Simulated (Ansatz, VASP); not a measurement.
## Two plane-wave programs on Cu

```
Cu
1.0
     2.56744    0.00000    0.00000
    -1.28372    2.22347    0.00000
     0.00000    0.00000    4.16669
Cu
2
Direct
  0.33333 0.66667 0.25000
  0.66667 0.33333 0.75000
```

Alike in both runs: task single point; functional PBEsol; k mesh 13 × 13 × 7; no spin polarisation.

|  | VASP | Ansatz |
| --- | --- | --- |
| version | VASP 6.6.1 | Ansatz 0.2.0 |
| potentials or method | VASP PAW PBE potentials, release 64 (Cu), cutoff 520 eV | plane waves, PAW |
| occupations | methfessel-paxton of order 1, width 0.15 eV | cold, width 0.15 eV |
| valence electrons in the cell | 22 | 38 |

Ansatz gave:

| Quantity | Value |
| --- | --- |
| pressure (GPa) | -7.5 |
| traceless stress, the component that is largest in VASP (GPa) | 2.05 |

Q: Which values does VASP return?

A: Pressure (GPa): -6.8; traceless stress, the component that is largest in VASP (GPa): 2.25.

VASP's potentials were made for PBE, not for PBEsol. VASP's potentials hold 22 valence electrons a cell and Ansatz's 38, so a difference there can come from the potentials and not from the codes.
